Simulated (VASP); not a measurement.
## NaMg5Cl11: single point with PBE

NaMg5Cl11:

```
Na Cl Mg
1.0
     7.33582   -0.10220   -0.17549
    -0.10220    7.49018   -0.18605
    -0.17549   -0.18605    8.05464
Na Cl Mg
1 11 5
Direct
  0.70098 0.91088 0.68953
  0.70239 0.33538 0.83331
  0.01226 0.44999 0.17928
  0.47567 0.26099 0.12228
  0.92535 0.10305 0.47130
  0.95404 0.69832 0.70835
  0.23389 0.46946 0.59552
  0.64619 0.83508 0.18865
  0.67561 0.50712 0.41245
  0.23636 0.84824 0.32641
  0.01367 0.99934 0.96152
  0.39878 0.80852 0.81317
  0.91203 0.38321 0.62194
  0.33845 0.94674 0.07986
  0.82381 0.64138 0.02572
  0.76565 0.12498 0.14182
  0.37861 0.46748 0.34451
```

```json
{"Program": "VASP 6.6.1", "Task": "single point", "Functional": "PBE", "Potentials or basis": "VASP PAW PBE potentials, release 64 (Na_pv, Cl, Mg)", "Cutoff": "520 eV", "k mesh": "1 × 1 × 1", "Occupations": "fermi-dirac, width 0.0991 eV", "Spin": "no spin polarisation"}
```

```yaml
Pressure: 1.2 GPa
Largest_force: 1.876 eV/Å
```

Forces in eV/Å, atoms in the order of the input:
```
Na  -0.194  0.481 -0.477
Cl   0.341  0.125  0.209
Cl   0.101 -0.108 -0.401
Cl  -0.860 -0.606  0.077
Cl  -0.760  0.260 -0.339
Cl  -0.947 -0.659  1.014
Cl   0.629 -1.126 -0.494
Cl   0.261  0.077 -0.237
Cl   0.436  0.097  0.417
Cl   0.436 -0.535 -0.113
Cl  -0.513  0.572  1.054
Cl   0.405  0.515  0.867
Mg   0.194  0.434 -0.518
Mg  -0.680 -0.266 -0.611
Mg   0.817 -0.348 -1.119
Mg   1.740  0.643  0.282
Mg  -1.408  0.444  0.392
```

Stress tensor (GPa, compression positive):
```
 2.18  0.05 -0.23
 0.05  1.02  0.61
-0.23  0.61  0.41
```

Levels at points of the mesh, in eV from the Fermi level:
```tsv
k point	band 45	band 46	band 47	band 48	band 49	band 50
(0.00, 0.00, 0.00)	-1.97	-1.83	-1.60	1.59	3.07	3.75
```

Wall time 59 s on 1 thread of Intel Xeon 8259CL, with other jobs on the host, peak memory 0.41 GiB.

Caveat: the k points lie up to 0.86 Å⁻¹ apart; the atoms stand as in a frame of molecular dynamics.
